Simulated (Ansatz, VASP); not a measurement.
**HfO2: VASP beside Ansatz**

The input INCAR:

```
SYSTEM = HfO2
ALGO = Normal ; EDIFF = 1E-6
ENCUT = 520 ; GGA = PS
ISIF = 2 ; ISMEAR = 0
LASPH = .True. ; LCHARG = .False.
LREAL = .False. ; LWAVE = .False.
NBANDS = 31 ; NELM = 100
PREC = Accurate ; SIGMA = 0.05
```

Contents of KPOINTS:

```
k-points
0
Gamma
  6 6 8
  0 0 0
```

The input POSCAR:

```
HfO2
1.0
    4.8708790108      0.0000000000      0.0000000000
    0.0000000000      4.8708790108      0.0000000000
    0.0000000000      0.0000000000      3.2368274151
Hf O
2 4
Direct
    0.0000000000      0.0000000000      0.0000000000
    0.5000000000      0.5000000000      0.5000000000
    0.1949828631      0.8050171369      0.4598153737
    0.3050171369      0.3050171369      0.0000000000
    0.6949828631      0.6949828631      0.0000000000
    0.8050171369      0.1949828631      0.5401846263
```

Input for Ansatz:

```yaml
crystal:
  lattice:
    - [4.8708790108, 0.0, 0.0]
    - [0.0, 4.8708790108, 0.0]
    - [0.0, 0.0, 3.2368274151]
  atoms:
    - { symbol: Hf, position: [0.0, 0.0, 0.0] }
    - { symbol: Hf, position: [0.5, 0.5, 0.5] }
    - { symbol: O, position: [0.1949828631, 0.8050171369, 0.4598153737] }
    - { symbol: O, position: [0.3050171369, 0.3050171369, 0.0] }
    - { symbol: O, position: [0.6949828631, 0.6949828631, 0.0] }
    - { symbol: O, position: [0.8050171369, 0.1949828631, 0.5401846263] }
basis:
  ecutwfc: 520.0
kpoints:
  mp_grid: { grid: [6, 6, 8] }
hamiltonian:
  xc: pbesol
  pseudopotentials: { kind: paw, azcp: { folder: soft_1 } }
scf:
  occupations: { method: gaussian, width: 0.05 }
output:
  forces: true
  stress: true
  eigenvalues: true
```

Change from the starting cell: mode 16 frozen in at -0.129 Å, equal normal strain along x, y and z +0.0083.

Alike in both runs: task single point; functional PBEsol; k mesh 6 × 6 × 8; occupations gaussian, width 0.05 eV; no spin polarisation.

|  | VASP | Ansatz |
| --- | --- | --- |
| version | VASP 6.6.1 | Ansatz 0.2.0 |
| potentials or method | VASP PAW PBE potentials, release 64 (Hf_pv, O), cutoff 520 eV | scalar-relativistic, plane waves, PAW |
| valence electrons in the cell | 44 | 76 |

Ansatz gave:

| Quantity | Value |
| --- | --- |
| gap on the k mesh at the Fermi level (eV) | 3.83 |
| least direct gap on the mesh (eV) | 3.83 |
| pressure (GPa) | -3.9 |
| traceless stress, the component that is largest in VASP (GPa) | 3.97 |
| rms of the force components (eV/Å) | 0.560 |

Question: Estimate VASP's values.

Answer: gap on the k mesh at the Fermi level (eV): 3.77; least direct gap on the mesh (eV): 3.77; pressure (GPa): -6.5; traceless stress, the component that is largest in VASP (GPa): 3.80; rms of the force components (eV/Å): 0.552.

VASP's potentials were made for PBE, not for PBEsol, and Ansatz warns of the same on its side. Atom by atom the forces differ by 0.022 eV/Å (rms over components). VASP's potentials hold 44 valence electrons a cell and Ansatz's 76, so a difference there can come from the potentials and not from the codes.

Neither program's run includes spin-orbit coupling.
